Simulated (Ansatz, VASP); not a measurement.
**One calculation of Mn, two programs**

```
Mn
1.0
     0.00000    2.55437    2.55437
     2.55437    0.00000    2.55437
     2.55437    2.55437    0.00000
Mn
2
Direct
  0.00000 0.00000 0.00000
  0.50000 0.50000 0.50000
```

Alike in both runs: functional r2SCAN; k mesh 12 × 12 × 12; occupations fermi-dirac, width 0.05 eV; collinear spin.

Ansatz relaxed the structure, and its values are those at the end. VASP's run is a single point on that final structure, the one shown.

|  | VASP | Ansatz |
| --- | --- | --- |
| version | VASP 6.6.1 | Ansatz 0.2.0 |
| potentials or method | VASP PAW PBE potentials, release 64 (Mn_pv), cutoff 520 eV | plane waves (500 eV) with PAW, scalar-relativistic |
| valence electrons in the cell | 26 | 30 |

```tsv
	VASP	Ansatz	Ansatz less VASP
pressure (GPa)	0.1	0.0	-0.12
net moment per atom (μB)	0.00	0.00	0.000
size of the moment on the site where the two differ most (μB)	3.79	3.71	-0.082
```

VASP's potentials were made for PBE, not for r2SCAN. Site moments also hang on the region over which each program counts them. With one functional, cell and mesh, what is left measures potentials, basis and numerics. VASP's potentials hold 26 valence electrons a cell and Ansatz's 30, so a difference there can come from the potentials and not from the codes.
